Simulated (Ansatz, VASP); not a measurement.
## Ti: VASP beside Ansatz

```
Ti
1.0
     0.00000    2.03000    1.86760
     2.03000    0.00000    1.86760
     2.03000    2.03000    0.00000
Ti
1
Direct
  0.00000 0.00000 0.00000
```

Change from the starting cell: strain +0.000 along x and y, -0.080 along z, atoms carried along.

Alike in both runs: task single point; functional PBE; k mesh 20 × 20 × 20; occupations gaussian, width 0.15 eV; no spin polarisation.

|  | VASP | Ansatz |
| --- | --- | --- |
| version | VASP 6.6.1 | Ansatz 0.2.0 |
| potentials or method | VASP PAW PBE potentials, release 64 (Ti_sv), cutoff 520 eV | scalar-relativistic, plane waves, PAW |
| valence electrons in the cell | 12 | 12 |

|  | VASP | Ansatz | Ansatz less VASP |
| --- | --- | --- | --- |
| gap on the k mesh at the Fermi level (eV) | none | none | - |
| pressure (GPa) | 15.5 | 16.0 | +0.52 |
| traceless stress, the component that is largest in VASP (GPa) | 1.75 | 1.73 | -0.024 |

A gap of «none» marks a metal or a gap that the smearing closes. With one functional, cell and mesh, what is left measures potentials, basis and numerics.
